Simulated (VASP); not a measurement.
# W (Im-3m) in VASP: notebook

W is run at these levels: r2SCAN; tasks: electric field gradients.

All numbers are computed with VASP 6.6.1; they aren't measurements. Logs are shortened: lines on timing, memory, paths and dates and some standing lists are left out, and cuts for length are marked.

### Step 1. The cell of the first run

The structure is cubic, space group Im-3m (No. 229). The conventional cell has a = 3.127 Å, b = 3.127 Å, c = 3.127 Å, α = 90.00°, β = 90.00°, γ = 90.00°. W (site symmetry m-3m) has 14 W at 2.71 to 3.13 Å within 3.6 Å.

### Step 2. Electric field gradients, r2SCAN (volume scaled by 0.96)

Contents of POSCAR:

```
W
1.0
   -1.5637341028      1.5637341028      1.5637341028
    1.5637341028     -1.5637341028      1.5637341028
    1.5637341028      1.5637341028     -1.5637341028
W
1
Direct
    0.0000000000      0.0000000000      0.0000000000
```

Contents of INCAR.step1:

```
SYSTEM = W
  PREC = Accurate
  ENCUT = 520
  ISMEAR = -1
  SIGMA = 0.03
  LREAL = .FALSE.
  LASPH = .TRUE.
  NELM = 100
  NBANDS = 13
  GGA = PE
  ALGO = Normal
  EDIFF = 1E-4
  LWAVE = .TRUE.
  LCHARG = .FALSE.
```

Contents of INCAR.step2:

```
SYSTEM = W
  PREC = Accurate
  ENCUT = 520
  EDIFF = 1E-8
  ISMEAR = -1
  SIGMA = 0.03
  LREAL = .FALSE.
  LASPH = .TRUE.
  NELM = 100
  ALGO = Normal
  ISIF = 2
  LWAVE = .FALSE.
  LCHARG = .FALSE.
  METAGGA = R2SCAN
  LMIXTAU = .TRUE.
  LEFG = .TRUE.
  NBANDS = 13
  ISTART = 1
```

Contents of KPOINTS:

```
Automatic mesh
0
G
  16 16 16
  0 0 0
```

Potentials or basis: VASP PAW PBE potentials, release 64 (W_sv).

The run is started by

```
$ cat potpaw_PBE.64/W_sv/POTCAR > POTCAR
$ cp INCAR.step1 INCAR
$ mpirun -np 1 vasp_std > vasp.out
$ cp INCAR.step2 INCAR
$ mpirun -np 1 vasp_std > vasp.out
```

OUTCAR:

```text
SYSTEM = W
   PREC = Accurate
   ENCUT = 520
   EDIFF = 1E-8
   ISMEAR = -1
   LREAL = .FALSE.
   LASPH = .TRUE.
   NELM = 100
   ISIF = 2
   METAGGA = R2SCAN
   ISTART = 1

 ion  position               nearest neighbor table
   1  0.000  0.000  0.000-

  LATTYP: Found a body centered cubic cell.
 ALAT       =     3.1274682056

  Lattice vectors:

 A1 = (  -1.5637341028,   1.5637341028,   1.5637341028)
 A2 = (   1.5637341028,  -1.5637341028,   1.5637341028)
 A3 = (   1.5637341028,   1.5637341028,  -1.5637341028)

Analysis of symmetry for initial positions (statically):
=====================================================================
 Subroutine PRICEL returns:
 Original cell was already a primitive cell.

 Routine SETGRP: Setting up the symmetry group for a
 body centered cubic supercell.

 Subroutine GETGRP returns: Found 48 space group operations
 (whereof 48 operations were pure point group operations)
 out of a pool of 48 trial point group operations.

The static configuration has the point symmetry O_h .

Analysis of symmetry for dynamics (positions and initial velocities):
=====================================================================
 Subroutine PRICEL returns:
 Original cell was already a primitive cell.

 Routine SETGRP: Setting up the symmetry group for a
 body centered cubic supercell.

 Subroutine GETGRP returns: Found 48 space group operations
 (whereof 48 operations were pure point group operations)
 out of a pool of 48 trial point group operations.

The dynamic configuration has the point symmetry O_h .

 Subroutine INISYM returns: Found 48 space group operations
 (whereof 48 operations are pure point group operations),
 and found     1 'primitive' translations

----------------------------------------------------------------------------------------

                                     Primitive cell

  volume of cell :      15.2950

  direct lattice vectors                    reciprocal lattice vectors
    -1.563734103  1.563734103  1.563734103     0.000000000  0.319747455  0.319747455
     1.563734103 -1.563734103  1.563734103     0.319747455  0.000000000  0.319747455
     1.563734103  1.563734103 -1.563734103     0.319747455  0.319747455  0.000000000

  length of vectors
     2.708466916  2.708466916  2.708466916     0.452191188  0.452191188  0.452191188

  position of ions in fractional coordinates (direct lattice)
     0.000000000  0.000000000  0.000000000

  ion indices of the primitive-cell ions
   primitive index   ion index
                 1           1

----------------------------------------------------------------------------------------

 KPOINTS: Automatic mesh

Automatic generation of k-mesh.
 Grid dimensions read from file:
 generate k-points for:   16   16   16

 Generating k-lattice:

  Cartesian coordinates                     Fractional coordinates (reciprocal lattice)
     0.000000000  0.019984216  0.019984216     0.062500000  0.000000000  0.000000000
     0.019984216  0.000000000  0.019984216     0.000000000  0.062500000  0.000000000
     0.019984216  0.019984216  0.000000000     0.000000000  0.000000000  0.062500000

  Length of vectors
     0.028261949  0.028261949  0.028261949

  Shift w.r.t. Gamma in fractional coordinates (k-lattice)
     0.000000000  0.000000000  0.000000000

 Subroutine IBZKPT returns following result:
 ===========================================

 Found    145 irreducible k-points:

 Following reciprocal coordinates:
            Coordinates               Weight
  0.000000  0.000000  0.000000      1.000000
  0.062500  0.000000  0.000000     12.000000
  0.125000  0.000000  0.000000     12.000000
  0.187500  0.000000  0.000000     12.000000
  0.250000  0.000000  0.000000     12.000000
  0.312500  0.000000  0.000000     12.000000
[... 16 lines left out ...]
  0.187500  0.187500  0.000000     24.000000
  0.250000  0.187500  0.000000     48.000000
 [... further k-points ...]
   k-points           NKPTS =    145   k-points in BZ     NKDIM =    145   number of bands    NBANDS=     13
   number of dos      NEDOS =    301   number of ions     NIONS =      1
   total plane-waves  NPLWV =   8000
   dimension x,y,z NGX =    20 NGY =   20 NGZ =   20
   dimension x,y,z NGXF=    40 NGYF=   40 NGZF=   40
   ions per type =               1
   NGX,Y,Z   is equivalent  to a cutoff of  12.28, 12.28, 12.28 a.u.
   NGXF,Y,Z  is equivalent  to a cutoff of  24.55, 24.55, 24.55 a.u.
 SYSTEM =  W
   PREC   = accura    normal or accurate (medium, high low for compatibility)
   ISTART =      1    job   : 0-new  1-cont  2-samecut
   ICHARG =      0    charge: 1-file 2-atom 10-const
   ISPIN  =      1    spin polarized calculation?
   LNONCOLLINEAR =      F non collinear calculations
   LSORBIT =      F    spin-orbit coupling
   LASPH  =      T    aspherical Exc in radial PAW
   ENCUT  =  520.0 eV  38.22 Ry    6.18 a.u.   5.04  5.04  5.04*2*pi/ulx,y,z
   NELM   =    100;   NELMIN=  2; NELMDL=  0     # of ELM steps
   EDIFF  = 0.1E-07   stopping-criterion for ELM
   LREAL  =      F    real-space projection
   EDIFFG = 0.1E-06   stopping-criterion for IOM
   NSW    =      0    number of steps for IOM
   IBRION =     -1    ionic relax: 0-MD 1-quasi-New 2-CG
   NFREE  =      0    steps in history (QN), initial steepest desc. (CG)
   ISIF   =      2    stress and relaxation
   ISYM   =      2    0-nonsym 1-usesym 2-fastsym
   POTIM  = 0.5000    time-step for ionic-motion
   TEBEG  =    0.0;   TEEND  =   0.0 temperature during run
   PSTRESS=    0.0 pullay stress
   NELECT =      14.0000    total number of electrons
   NUPDOWN=      -1.0000    fix difference up-down
   EMIN   =  10.00;   EMAX   =-10.00  energy-range for DOS
   EFERMI =   0.00;   METHOD = LEGACY
   ISMEAR =    -1;   SIGMA  =   0.03  broadening in eV -4-tet -1-fermi 0-gaus
   EFERMI_NEDOS =   21; number of points for ismear=-14 and -15
   IALGO  =     38    algorithm
   IMIX   =      4    mixing-type and parameters
     AMIX     =   0.40;   BMIX     =  1.00
     AMIX_MAG =   1.60;   BMIX_MAG =  1.00
  volume/ion in A,a.u.               =      15.29       103.22
  Fermi-wavevector in a.u.,A,eV,Ry     =   1.589527  3.003771 34.376431  2.526596
  Thomas-Fermi vector in A             =   2.688363
   LORBIT       =      0    0 simple, 1 ext, 2 COOP (PROOUT), +10 PAW based schemes
   METAGGA = R2SCAN    functional components
   LHFCALC =     F    Hartree Fock is set to
   AEXX    =    0.0000 exact exchange contribution
   IVDW    =     0    specifies the selected vdW correction
   LEPSILON=     F    determine dielectric tensor
   LRPA    =     F    only Hartree local field effects (RPA)
 non-spin polarized calculation
  energy-cutoff  :      520.00
  volume of cell :       15.29
 maximum number of plane-waves:       427
   NGX =  9   NGY =  9   NGZ =  9

 number of electron      14.0000004 magnetization

 Free energy of the ion-electron system (eV)
  ---------------------------------------------------
  ext. energy  EPLUGINS =         0.00000000
  ---------------------------------------------------
  free energy    TOTEN  =       -51.32450617 eV

  energy without entropy =      -51.32261847  energy(sigma->0) =      -51.32356232

 E-fermi :  11.8650     XC(G=0): -15.1923

 val. band max:       11.8548872797   @ k =  -0.3125   0.3125   0.1875
 cond. band min:      11.8846976887   @ k =   0.0625   0.0625   0.0625
 fundamental gap:      0.0298104090
 Fermi energy:        11.8650280191

 k-point     1 :       0.0000    0.0000    0.0000
  band No.  band energies     occupation
      1     -64.2511      2.00000
      2     -27.0504      2.00000
      3     -27.0504      2.00000
      4     -27.0504      2.00000
      5       1.4860      2.00000
      6      10.4713      2.00000
      7      10.4713      2.00000
      8      10.4713      2.00000
      9      14.4583      0.00000
     10      14.4583      0.00000
     11      27.1513      0.00000
     12      27.1513      0.00000
     13      27.1513      0.00000

 k-point     2 :       0.0625    0.0000    0.0000
  band No.  band energies     occupation
      1     -64.2444      2.00000
      2     -27.1145      2.00000
      3     -27.0700      2.00000
      4     -27.0508      2.00000
      5       1.6926      2.00000
      6      10.3425      2.00000
      7      10.4399      2.00000
      8      10.6705      2.00000
      9      14.2478      0.00000
     10      14.4568      0.00000
     11      27.3300      0.00000
[... 339 lines left out ...]
 k-point    24 :       0.2500    0.1875    0.0000
  band No.  band energies     occupation
      1     -64.0946      2.00000
      2     -28.2641      2.00000
      3     -27.5536      2.00000
      4     -27.1838      2.00000
      5       6.0538      2.00000
      6       8.3818      2.00000
      7       9.2760      2.00000
      8      13.6194      0.00000
      9      15.3896      0.00000
     10      17.5842      0.00000
     11      25.3795      0.00000
     12      28.1679      0.00000
     13      30.3371      0.00000

 [... further k-points ...]
[... 5 lines left out ...]
  --------------------------------------------------------------------------------------
  -------------------------------------------------------------------------------------
  Total        1.4023551      1.4023551      1.4023551      0.0000000     -0.0000000      0.0000000
  in kB      146.8993476    146.8993476    146.8993476      0.0000000     -0.0000000      0.0000000
  external PRESSURE =     146.8993476 kB  Pullay stress =       0.0000000 kB

 VOLUME and BASIS-vectors are now :
 -----------------------------------------------------------------------------
  energy-cutoff  :      520.00
  volume of cell :       15.29
      direct lattice vectors                 reciprocal lattice vectors
    -1.563734103  1.563734103  1.563734103     0.000000000  0.319747455  0.319747455
     1.563734103 -1.563734103  1.563734103     0.319747455  0.000000000  0.319747455
     1.563734103  1.563734103 -1.563734103     0.319747455  0.319747455  0.000000000

 POSITION                                       TOTAL-FORCE (eV/Angst)
 -----------------------------------------------------------------------------------
      0.00000      0.00000      0.00000        -0.000000      0.000000     -0.000000
 -----------------------------------------------------------------------------------
    total drift:                                0.000000     -0.000000      0.000000

  FREE ENERGIE OF THE ION-ELECTRON SYSTEM (eV)
  ---------------------------------------------------
  free  energy   TOTEN  =       -51.3245061664 eV

  energy  without entropy=      -51.3226184702  energy(sigma->0) =      -51.32356232

 Electric field gradients (V/A^2)
---------------------------------------------------------------------
 ion       V_xx      V_yy      V_zz      V_xy      V_xz      V_yz
---------------------------------------------------------------------
   1       0.000    -0.000    -0.000     0.000     0.000     0.000
---------------------------------------------------------------------

 Electric field gradients after diagonalization (V/A^2)
 (convention: |V_zz| > |V_xx| > |V_yy|)
----------------------------------------------------------------------
 ion       V_xx      V_yy      V_zz     asymmetry (V_yy - V_xx)/ V_zz
----------------------------------------------------------------------
   1      -0.000    -0.000     0.001       0.000
----------------------------------------------------------------------

           NMR quadrupolar parameters

 Cq : quadrupolar parameter    Cq=e*Q*V_zz/h
 eta: asymmetry parameters     (V_yy - V_xx)/ V_zz
 Q  : nuclear electric quadrupole moment in mb (millibarn)
----------------------------------------------------------------------
 ion       Cq(MHz)       eta       Q (mb)
----------------------------------------------------------------------
   1       0.000       0.000       1.000
----------------------------------------------------------------------
```

Wall time 46 s (1 thread of Intel Xeon 6975P-C (Granite Rapids), shared host); peak memory 0.15 GiB.

What came out:

```
Free energy            : -51.3245 eV
Pressure               : 14.7 GPa
Band gap on the k mesh : zero (band 7 reaches 17.43 eV, above the bottom of band 8 at 10.47 eV)
```

Levels at points of the mesh, in eV from the Fermi level:
| k point | band 4 | band 5 | band 6 | band 7 | band 8 | band 9 | band 10 | band 11 |
| --- | --- | --- | --- | --- | --- | --- | --- | --- |
| (0.00, 0.00, 0.00) | -38.92 | -10.38 | -1.39 | -1.39 | -1.39 | 2.59 | 2.59 | 15.29 |
| (0.50, 0.00, 0.00) | -38.93 | -6.86 | -3.98 | 0.62 | 2.46 | 3.55 | 6.63 | 12.12 |
| (0.50, 0.50, 0.50) | -39.98 | -6.39 | -6.39 | 5.56 | 5.56 | 5.56 | 8.81 | 8.81 |

Caveat: without QUAD_EFG the Cq values of the log hold for a quadrupole moment of 1 mb, not for the nuclei; the PAW data sets were made with another functional, which shifts forces and pressure a little; spin-orbit coupling is left out, which moves the levels of the heavy elements.

### Step 3. Electric field gradients, r2SCAN (volume scaled by 0.98)

Contents of POSCAR:

```
W
1.0
   -1.5745188167      1.5745188167      1.5745188167
    1.5745188167     -1.5745188167      1.5745188167
    1.5745188167      1.5745188167     -1.5745188167
W
1
Direct
    0.0000000000      0.0000000000      0.0000000000
```

Contents of INCAR.step1:

```
PREC = Accurate
ENCUT = 520
ISMEAR = -1
SIGMA = 0.03
LREAL = False
LASPH = True
NELM = 100
NBANDS = 13
GGA = PE
ALGO = Normal
EDIFF = 1E-4
LWAVE = True
LCHARG = False
```

Contents of INCAR.step2:

```
PREC = Accurate
ENCUT = 520
EDIFF = 1E-8
ISMEAR = -1
SIGMA = 0.03
LREAL = False
LASPH = True
NELM = 100
ALGO = Normal
ISIF = 2
LWAVE = False
LCHARG = False
METAGGA = R2SCAN
LMIXTAU = True
LEFG = True
NBANDS = 13
ISTART = 1
```

Contents of KPOINTS:

```
regular mesh
0
Gamma
  16 16 16
```

Potentials or basis: VASP PAW PBE potentials, release 64 (W_sv).

The run is started by

```
$ cat potpaw_PBE.64/W_sv/POTCAR > POTCAR
$ cp INCAR.step1 INCAR
$ mpirun -np 1 vasp_std > vasp.out
$ cp INCAR.step2 INCAR
$ mpirun -np 1 vasp_std > vasp.out
```

OUTCAR:

```text
PREC = Accurate
   ENCUT = 520
   EDIFF = 1E-8
   ISMEAR = -1
   LREAL = False
   LASPH = True
   NELM = 100
   ISIF = 2
   METAGGA = R2SCAN
   ISTART = 1

 ion  position               nearest neighbor table
   1  0.000  0.000  0.000-

  LATTYP: Found a body centered cubic cell.
 ALAT       =     3.1490376334

  Lattice vectors:

 A1 = (  -1.5745188167,   1.5745188167,   1.5745188167)
[... 590 lines left out ...]
    total drift:                                0.000000      0.000000      0.000000

  FREE ENERGIE OF THE ION-ELECTRON SYSTEM (eV)
  ---------------------------------------------------
  free  energy   TOTEN  =       -51.3464625630 eV

  energy  without entropy=      -51.3443749974  energy(sigma->0) =      -51.34541878

 Electric field gradients (V/A^2)
---------------------------------------------------------------------
 ion       V_xx      V_yy      V_zz      V_xy      V_xz      V_yz
---------------------------------------------------------------------
   1       0.000     0.000    -0.000     0.001     0.001     0.001
---------------------------------------------------------------------

 Electric field gradients after diagonalization (V/A^2)
 (convention: |V_zz| > |V_xx| > |V_yy|)
----------------------------------------------------------------------
 ion       V_xx      V_yy      V_zz     asymmetry (V_yy - V_xx)/ V_zz
----------------------------------------------------------------------
   1      -0.001    -0.001     0.001       0.000
----------------------------------------------------------------------

           NMR quadrupolar parameters

 Cq : quadrupolar parameter    Cq=e*Q*V_zz/h
 eta: asymmetry parameters     (V_yy - V_xx)/ V_zz
 Q  : nuclear electric quadrupole moment in mb (millibarn)
----------------------------------------------------------------------
 ion       Cq(MHz)       eta       Q (mb)
----------------------------------------------------------------------
   1       0.000       0.000       1.000
----------------------------------------------------------------------
```

It took 39 s on 1 thread of Intel Xeon 6975P-C (Granite Rapids), shared host; peak memory 0.15 GiB.

What came out:

```
Free energy            : -51.3465 eV
Pressure               : 7.3 GPa
Band gap on the k mesh : zero (band 7 reaches 16.96 eV, above the bottom of band 8 at 10.20 eV)
```

Caveat: without QUAD_EFG the Cq values of the log hold for a quadrupole moment of 1 mb, not for the nuclei; the PAW data sets were made with another functional, which shifts forces and pressure a little; spin-orbit coupling is left out, which moves the levels of the heavy elements.

(Continued in part 2 of 3.)
